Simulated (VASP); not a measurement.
## Ga: single point with PBE

Crystal: Ga.

```
Ga
1.0
     1.47033   -4.07225    0.01307
     1.42968    4.05775   -0.02757
    -0.01585   -0.01585    3.17000
Ga
2
Direct
  0.86700 0.13300 0.25000
  0.13300 0.86700 0.75000
```

This cell differs from its parent crystal: equal xy, yz and zx shear strains of -1 %.

```
Program             : VASP 6.6.1
Task                : single point
Functional          : PBE
Potentials or basis : VASP PAW PBE potentials, release 64 (Ga_d)
Cutoff              : 520 eV
k mesh              : 12 × 12 × 10
Occupations         : fermi-dirac, width 0.08 eV
Spin                : no spin polarisation
```

```
Pressure               : 1.6 GPa
Largest force          : 0.197 eV/Å
Band gap on the k mesh : zero (band 13 reaches 10.78 eV, above the bottom of band 14 at 1.43 eV)
```

Forces on the atoms (eV/Å):
```
Ga  -0.009  0.197  0.008
Ga   0.009 -0.197 -0.008
```

Stress tensor (GPa, compression positive):
```
-0.74  0.03 -0.09
 0.03  2.88  0.42
-0.09  0.42  2.77
```

Levels at points of the mesh, in eV from the Fermi level:
| k point | band 10 | band 11 | band 12 | band 13 | band 14 | band 15 | band 16 | band 17 |
| --- | --- | --- | --- | --- | --- | --- | --- | --- |
| (0.00, 0.00, 0.00) | -14.70 | -11.26 | -2.29 | -1.60 | 2.88 | 6.56 | 7.81 | 8.74 |
| (0.50, 0.00, 0.00) | -14.75 | -6.77 | -5.44 | -1.71 | -0.35 | 6.34 | 6.68 | 8.74 |
| (0.00, 0.50, 0.00) | -14.76 | -6.68 | -5.44 | -1.85 | -0.54 | 6.57 | 6.77 | 9.03 |
| (0.50, 0.50, 0.00) | -14.77 | -9.24 | -8.60 | 5.11 | 5.77 | 5.83 | 7.07 | 7.18 |
| (0.00, 0.00, 0.50) | -14.78 | -7.44 | -7.43 | 1.75 | 1.90 | 2.42 | 2.56 | 10.25 |
| (0.50, 0.00, 0.50) | -14.75 | -3.12 | -3.11 | -1.63 | -1.61 | 1.78 | 2.09 | 4.16 |
| (0.00, 0.50, 0.50) | -14.75 | -3.05 | -3.03 | -1.65 | -1.56 | 1.76 | 1.76 | 4.14 |
| (0.50, 0.50, 0.50) | -14.83 | -5.70 | -5.53 | -4.27 | -4.24 | 9.56 | 9.57 | 11.30 |

Run time: 5.8 min on 1 thread of Intel(R) Xeon(R) Platinum 8259CL CPU @ 2.50GHz (Skylake/Cascade Lake), with other jobs on the host, peak memory 0.51 GiB.

Caveat: the cell differs from its parent crystal (equal xy, yz and zx shear strains of -1 %).
